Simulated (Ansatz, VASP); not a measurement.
# One calculation of AlNi3, two programs

INCAR

```
SYSTEM = AlNi3
PREC     = Accurate       ! precision mode
ENCUT    = 520            ! plane-wave cutoff, eV
EDIFF    = 1E-6           ! SCF threshold, eV
ISMEAR   = -1             ! smearing method
SIGMA    = 0.03           ! smearing width, eV
LREAL    = .FALSE.        ! projectors in reciprocal space
LASPH    = .TRUE.         ! aspherical terms in the spheres
NELM     = 80             ! most SCF steps
ALGO     = Normal         ! electronic algorithm
ISIF     = 2              ! what is computed and relaxed
LWAVE    = .FALSE.        ! write WAVECAR
LCHARG   = .TRUE.         ! write CHGCAR
GGA      = PE             ! functional
LELF     = .TRUE.         ! ELF
LVHAR    = .TRUE.       
NBANDS   = 24             ! bands
```

KPOINTS

```
regular mesh
0
G
  10 10 10
  0 0 0
```

Contents of POSCAR:

```
AlNi3
1.0
    3.3503142144      0.0000000000      0.0000000000
    0.0000000000      3.3503142144      0.0000000000
    0.0000000000      0.0000000000      3.3503142144
Al Ni
1 3
Direct
    0.0000000000      0.0000000000      0.0000000000
    0.0000000000      0.5000000000      0.5000000000
    0.5000000000      0.0000000000      0.5000000000
    0.5000000000      0.5000000000      0.0000000000
```

Input for Ansatz:

```yaml
crystal:
  lattice:
    - [3.3503142144, 0.0, 0.0]
    - [0.0, 3.3503142144, 0.0]
    - [0.0, 0.0, 3.3503142144]
  atoms:
    - { symbol: Al, position: [0.0, 0.0, 0.0] }
    - { symbol: Ni, position: [0.0, 0.5, 0.5] }
    - { symbol: Ni, position: [0.5, 0.0, 0.5] }
    - { symbol: Ni, position: [0.5, 0.5, 0.0] }
kpoints:
  mp_grid: { grid: [10, 10, 10] }
scf:
  occupations: { method: fermi_dirac, width: 0.03 }
hamiltonian:
  xc: pbe
  pseudopotentials: { kind: paw }
output:
  forces: true
  stress: true
  eigenvalues: true
  write_density: true
  write_potential: true
  elf: true
  volumetric_format: npy
```

Change from the starting cell: volume scaled by 0.86, no spin polarisation, PAW files.

Alike in both runs: task single point; functional PBE; k mesh 10 × 10 × 10; occupations fermi-dirac, width 0.03 eV; no spin polarisation.

```csv
,VASP,Ansatz
version,VASP 6.6.1,Ansatz 0.2.0
potentials or method,"VASP PAW PBE potentials, release 64 (Al, Ni)","PAW with Ansatz's default frozen-core files, scalar-relativistic"
plane-wave cutoff (eV),520,420
valence electrons in the cell,33,57
```

Ansatz gave:

```
pressure (GPa) : 52.1
```

Estimate VASP's values.

pressure (GPa): 51.9.

Both programs put the cell under a high pressure, so it lies far from rest at this level. VASP's potentials hold 33 valence electrons a cell and Ansatz's 57, so a difference there can come from the potentials and not from the codes.
